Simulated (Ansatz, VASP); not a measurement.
# Zn: VASP beside Ansatz

```xyz
3
Lattice="2.3485 -1.3548 0.0000 2.3485 1.3548 0.0000 -1.6481 0.0000 7.5588" Properties=species:S:1:pos:R:3 pbc="T T T"
Zn    0.0000    0.0000    0.0000
Zn   -0.0541    0.0000    5.0304
Zn    3.1030    0.0000    2.5285
```

Alike in both runs: task single point; functional PBE; k mesh 6 × 6 × 2; occupations gaussian, width 0.1 eV; no spin polarisation.

|  | VASP | Ansatz |
| --- | --- | --- |
| version | VASP 6.6.1 | Ansatz 0.2.0 |
| potentials or method | VASP PAW PBE potentials, release 64 (Zn), cutoff 500 eV | scalar-relativistic, plane waves, PAW |
| valence electrons in the cell | 36 | 36 |

```csv
,VASP,Ansatz,Ansatz less VASP
gap on the k mesh at the Fermi level (eV),none,none,-
pressure (GPa),-2.8,-3.0,-0.22
"traceless stress, the component that is largest in VASP (GPa)",2.08,2.22,+0.132
rms of the force components (eV/Å),0.005,0.004,-0.0005
```

Atom by atom the forces differ by 0.001 eV/Å (rms over components). A gap of «none» marks a metal or a gap that the smearing closes. The functional is the same, so the differences come from potentials, cutoffs and numerics.

The k mesh is coarse, so the values compare programs but aren't converged.
